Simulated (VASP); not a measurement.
Here is a VASP 6.6.1 calculation.

The input INCAR:

```
PREC = Accurate
ENCUT = 520
EDIFF = 1E-6
ISMEAR = 0
SIGMA = 0.1
LREAL = False
LASPH = True
NELM = 150
ALGO = Normal
ISIF = 2
LWAVE = False
LCHARG = False
ISPIN = 2
MAGMOM = 0 0 0 0 0 0
LORBIT = 11
LMAXMIX = 6
GGA = PE
NBANDS = 48
```

KPOINTS

```
regular mesh
0
Gamma
  4 4 4
```

POSCAR

```
LaNb4O
1.0
    4.3254494200      0.0000000000      0.0000000000
    0.0000000000      4.3254494200      0.0000000000
    0.0000000000      0.0000000000      6.1302566000
La Nb O
1 4 1
Direct
    0.0000000000      0.0000000000      0.0000000000
    0.5000000000      0.0000000000      0.7565800000
    0.0000000000      0.5000000000      0.2434200000
    0.5000000000      0.0000000000      0.2434200000
    0.0000000000      0.5000000000      0.7565800000
    0.5000000000      0.5000000000      0.5000000000
```

Potentials or basis: VASP PAW PBE potentials, release 64 (La, Nb_sv, O).

Run with:

```console
$ cat potpaw_PBE.64/La/POTCAR potpaw_PBE.64/Nb_sv/POTCAR potpaw_PBE.64/O/POTCAR > POTCAR
$ mpirun -np 1 vasp_std > vasp.out
```

**Question.** What does it give for the largest force?

**Answer.** 1.458 eV/Å.

**Question.** What does it give for the net moment?

**Answer.** 0.00 μB per cell.

**Question.** Estimate the pressure.

**Answer.** -1.2 GPa.

Stress tensor (GPa, compression positive):
```
-0.59  0.00  0.00
 0.00 -0.59  0.00
 0.00  0.00 -2.47
```

Caveat: the k points lie up to 0.36 Å⁻¹ apart; no moment was typed at the start, so none could form; forces of over 1 eV/Å act on the atoms, so gaps and moduli don't describe the material at rest.
